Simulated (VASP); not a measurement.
Wanted: the native input for a VASP 6.6.1 run.

| Property | Result |
| --- | --- |
| Task | single point |
| Functional | LDA |
| Potentials or basis | VASP PAW LDA potentials, release 64 (Zn, Ge_d, P) |
| Cutoff | 500 eV |
| k mesh | 8 × 8 × 8 |
| Occupations | gaussian, width 0.02 eV |
| Spin | no spin polarisation |
| Dipole correction | no |
| Further INCAR settings | ALGO = Normal; EDIFF = 1e-06; NBANDS = 46 |

The structure of ZnGeP2 lies in POSCAR:

```
ZnGeP2
1.0
   -2.6871322106      2.6871322106      5.3126860460
    2.6871322106     -2.6871322106      5.3126860460
    2.6871322106      2.6871322106     -5.3126860460
Zn Ge P
2 2 4
Direct
    0.0000000000      0.0000000000      0.0000000000
    0.7500000000      0.2500000000      0.5000000000
    0.5000000000      0.5000000000      0.0000000000
    0.2500000000      0.7500000000      0.5000000000
    0.3750000000      0.3754096111      0.5004096111
    0.6245903889      0.1250000000      0.9995903889
    0.8750000000      0.8745903889      0.4995903889
    0.1254096111      0.6250000000      0.0004096111
```

The input as run:

INCAR

```
PREC = Accurate ; ENCUT = 500
EDIFF = 1E-6 ; ISMEAR = 0
SIGMA = 0.02 ; LREAL = False
LASPH = True ; NELM = 120
ALGO = Normal ; ISIF = 2
LWAVE = False ; LCHARG = False
GGA = CA ; NBANDS = 46
GGA_COMPAT = False
```

KPOINTS

```
Automatic mesh
0
Gamma
  8 8 8
```

Potentials or basis: VASP PAW LDA potentials, release 64 (Zn, Ge_d, P).

The run is started by

```console
$ cat potpaw_LDA.64/Zn/POTCAR potpaw_LDA.64/Ge_d/POTCAR potpaw_LDA.64/P/POTCAR > POTCAR
$ mpirun -np 1 vasp_std > vasp.out
```

It gave:

```json
{
  "Pressure": "0.1 GPa",
  "Largest force": "0.022 eV/Å",
  "Band gap on the k mesh": "1.07 eV (least direct gap 1.18 eV)"
}
```

Wall time 9.6 min on 1 thread of Intel(R) Xeon(R) Platinum 8259CL CPU @ 2.50GHz (Skylake/Cascade Lake) (shared host), peak memory 0.48 GiB.
